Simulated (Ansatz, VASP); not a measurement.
# Two plane-wave programs on SrTiO3

```
Sr Ti O
1.0
     3.90685    0.00000    0.00000
     0.00000    3.90685    0.00000
     0.00000    0.00000    3.90685
Sr Ti O
1 1 3
Cartesian
  1.9534 1.9534 1.9534
  0.0000 0.0000 0.0000
  1.9534 0.0000 0.0000
  0.0000 1.9534 0.0000
  0.0000 0.0000 1.9534
```

Alike in both runs: task single point; functional PBE; k mesh 6 × 6 × 6; non-collinear spin, spin-orbit coupling.

```csv
,VASP,Ansatz
version,VASP 6.6.1,Ansatz 0.2.0
potentials or method,"VASP PAW PBE potentials, release 64 (Sr_sv, Ti_sv, O)","plane waves, PAW"
plane-wave cutoff (eV),520,420
occupations,"gaussian, width 0.01 eV",fixed
valence electrons in the cell,40,40
```

VASP gave:

- pressure (GPa): 4.7

**Question.** What did Ansatz give for the same quantities?

**Answer.** Pressure (GPa): 4.1.
